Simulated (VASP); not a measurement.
KCl (Sylvite), 2 atoms in the cell. It takes space group Fm-3m (No. 225, cubic). Conventional cell: a = 6.226 Å, b = 6.226 Å, c = 6.226 Å, α = 90.00°, β = 90.00°, γ = 90.00°. Within 4.1 Å of K (site symmetry m-3m) lie 6 Cl at 3.11 Å. Within 4.1 Å of Cl (site symmetry m-3m) lie 6 K at 3.11 Å.  This cell differs from its parent crystal: volume changed by -3%.

| Property | Result |
| --- | --- |
| Program | VASP 6.6.1 |
| Task | single point |
| Functional | r2SCAN |
| Potentials or basis | VASP PAW PBE potentials, release 64 (K_sv, Cl) |
| Cutoff | 520 eV |
| k mesh | 6 × 6 × 6 |
| Occupations | gaussian, width 0.01 eV |
| Spin | no spin polarisation |
| Dipole correction | no |
| Further INCAR settings | ALGO = Normal; EDIFF = 1e-06; NBANDS = 15 |

Potentials or basis: VASP PAW PBE potentials, release 64 (K_sv, Cl).

The run is started by

```console
$ cat potpaw_PBE.64/K_sv/POTCAR potpaw_PBE.64/Cl/POTCAR > POTCAR
$ cp INCAR.step1 INCAR
$ mpirun -np 1 vasp_std > vasp.out
$ cp INCAR.step2 INCAR
$ mpirun -np 1 vasp_std > vasp.out
```

Hardware: 1 thread of Intel Xeon 6975P-C, on a shared host.

Estimate the wall time of this run.

It took 56 s on 1 thread of Intel Xeon 6975P-C, with other jobs on the host, peak memory 0.21 GiB. Counts: k points 16.
